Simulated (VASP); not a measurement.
Crystal: Ir.

```xyz
3
Lattice="4.3161 0.0000 0.0000 -2.1581 3.7379 0.0000 0.0000 0.0000 2.6936" Properties=species:S:1:pos:R:3 pbc="T T T"
Ir    0.0000    0.0000    0.0000
Ir    0.0000    2.4919    1.3468
Ir    2.1581    1.2460    1.3468
```

This isn't the form of Ir at room conditions, which is fcc.

- Program: VASP 6.6.1
- Task: relaxation of cell and atoms
- Functional: PBEsol
- Potentials or basis: VASP PAW PBE potentials, release 64 (Ir)
- Cutoff: 600 eV
- k mesh: 12 × 12 × 18
- Occupations: gaussian, width 0.1 eV
- Spin: no spin polarisation

At the start: pressure 1.2 GPa; volume 14.49 Å³/atom.

**Question.** How do energy, volume and symmetry change on relaxing?

**Answer.** Over 5 steps the energy falls by 3.0 meV/atom and the volume is 14.52 Å³/atom (+0.2 %); space group P6/mmm (No. 191, to 0.1 Å) before and after.

The path:
| step | energy change (eV) | largest force (eV/Å) | pressure (GPa) | volume (Å³) |
| --- | --- | --- | --- | --- |
| 1 | 0.0000 | 0.0000 | 1.17 | 43.46 |
| 2 | 0.0105 | 0.0000 | -4.71 | 44.11 |
| 3 | -0.0080 | 0.0000 | -1.35 | 43.72 |
| 4 | -0.0033 | 0.0000 | 3.31 | 43.15 |
| 5 | -0.0090 | 0.0000 | -0.04 | 43.55 |

Final structure:
```xyz
3
Lattice="4.3398 0.0000 0.0000 -2.1699 3.7584 0.0000 0.0000 0.0000 2.6701" Properties=species:S:1:pos:R:3 pbc="T T T"
Ir    0.0000    0.0000    0.0000
Ir    0.0000    2.5056    1.3351
Ir    2.1699    1.2528    1.3351
```

Caveat: the PAW data sets were made with another functional, which shifts forces and pressure a little.
